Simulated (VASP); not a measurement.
A run of VASP 6.6.1:

File INCAR:

```
ALGO = Normal ; EDIFF = 1E-6
ENCUT = 520 ; GGA = PS
ISIF = 2 ; ISMEAR = 0
LASPH = True ; LCHARG = False
LREAL = False ; LWAVE = False
NBANDS = 16 ; NELM = 60
PREC = Accurate ; SIGMA = 0.15
```

Contents of KPOINTS:

```
k-points
0
Gamma
  16 16 16
```

Contents of POSCAR:

```
ZrS
1.0
    0.0000000000      2.6737948673      2.4025403156
    2.6737948673      0.0000000000      2.4025403156
    2.6737948673      2.6737948673      0.0000000000
Zr S
1 1
Direct
    0.0000000000      0.0000000000      0.0000000000
    0.5000000000      0.5000000000      0.5000000000
```

Potentials or basis: VASP PAW PBE potentials, release 64 (Zr_sv, S).

Command:

```bash
$ cat potpaw_PBE.64/Zr_sv/POTCAR potpaw_PBE.64/S/POTCAR > POTCAR
$ mpirun -np 1 vasp_std > vasp.out
```

Hardware: 1 thread of AMD EPYC 7R13 Processor (Zen 3) (shared host).

**Question.** How long does it take, and how much memory?

**Answer.** Run time: 2 min on 1 thread of AMD EPYC 7R13 Processor (Zen 3), on a shared host, peak memory 0.27 GiB. Counts: scf iterations 12, k points 349.
